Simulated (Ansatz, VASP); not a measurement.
# Ga: VASP beside Ansatz

```
Ga
1.0
     3.00317    0.00000    0.00000
    -1.50158    2.60082    0.00000
     0.00000    0.00000    4.86513
Ga
2
Direct
  0.19333 0.59667 0.14500
  0.80667 0.40333 0.85500
```

Alike in both runs: task electric field gradients; functional PBEsol; k mesh 11 × 11 × 6; occupations fermi-dirac, width 0.05 eV; no spin polarisation.

```csv
,VASP,Ansatz
version,VASP 6.6.1,Ansatz 0.2.0
potentials or method,"VASP PAW PBE potentials, release 64 (Ga_d), cutoff 400 eV","all-electron PAW with datasets made for the crystal, scalar-relativistic"
```

Ansatz gave:

```
gap on the k mesh at the Fermi level (eV) : none
rms of the force components (eV/Å)        : 11.580
```

Q: What did VASP give for the same quantities?

A: gap on the k mesh at the Fermi level (eV): none; rms of the force components (eV/Å): 12.109.

VASP's potentials were made for PBE, not for PBEsol. Atom by atom the forces differ by 0.529 eV/Å (rms over components). A gap of «none» marks a metal or a gap that the smearing closes. Ansatz ran all-electron here, and VASP with PAW potentials.
